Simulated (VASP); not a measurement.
The system is BeS.

```xyz
2
Lattice="0.0000 2.4250 2.4250 2.4250 0.0000 2.4250 2.4250 2.4250 0.0000" Properties=species:S:1:pos:R:3 pbc="T T T"
S     3.6375    3.6375    3.6375
Be    0.0000    0.0000    0.0000
```

Base run:

- Program: VASP 6.6.1
- Functional: PBEsol
- Potentials or basis: VASP PAW PBE potentials, release 64 (S, Be)
- Cutoff: 520 eV
- k mesh: 6 × 6 × 6
- Occupations: fermi-dirac, width 0.05 eV
- Spin: no spin polarisation

Its results: band gap on the k mesh 2.93 eV, indirect (least direct gap 5.60 eV); pressure -0.5 GPa.

Q: The run is repeated on the same cell with these changes: functional from PBEsol to PBE0. What comes out?

A: Band gap on the k mesh 4.78 eV, indirect (least direct gap 7.62 eV); pressure 0.0 GPa.

PBE0 gives the wider gap, since exact exchange removes part of the self-interaction.

Caveats: the PAW data sets were made with another functional, which shifts forces and pressure a little.

A k mesh can miss the band edges.
